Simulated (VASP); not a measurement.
A run of VASP 6.6.1 is set up as follows.

INCAR

```
PREC = Accurate
ENCUT = 520
EDIFF = 1E-6
ISMEAR = 0
SIGMA = 0.15
LREAL = False
LASPH = True
NELM = 100
ALGO = Normal
ISIF = 2
LWAVE = False
LCHARG = False
GGA = PS
NBANDS = 20
```

File KPOINTS:

```
Automatic mesh
0
Gamma
  18 18 10
```

POSCAR

```
Ta2C
1.0
    3.0179181868      0.0000000000      0.0000000000
   -1.5089590934      2.6135938163      0.0000000000
    0.0000000000      0.0000000000      4.9210802796
Ta C
2 1
Direct
    0.3333333333      0.6666666667      0.2528761934
    0.6666666667      0.3333333333      0.7471238066
    0.0000000000      0.0000000000      0.0000000000
```

Potentials or basis: VASP PAW PBE potentials, release 64 (Ta_pv, C).

Launch:

```console
$ cat potpaw_PBE.64/Ta_pv/POTCAR potpaw_PBE.64/C/POTCAR > POTCAR
$ mpirun -np 1 vasp_std > vasp.out
```

**Question.** Estimate the largest force.

**Answer.** 0.478 eV/Å.

**Question.** Estimate the band gap on the k mesh.

**Answer.** Zero (bands 13 and 14 overlap by 0.75 eV).

Forces in eV/Å, atoms in the order of the input:
```
Ta   0.000  0.000  0.478
Ta   0.000  0.000 -0.478
C    0.000  0.000  0.000
```

Caveat: the cell differs from its parent crystal (strain -0.025 along x and y, +0.000 along z); the PAW data sets were made with another functional, which shifts forces and pressure a little; spin-orbit coupling is left out, which moves the levels of the heavy elements.
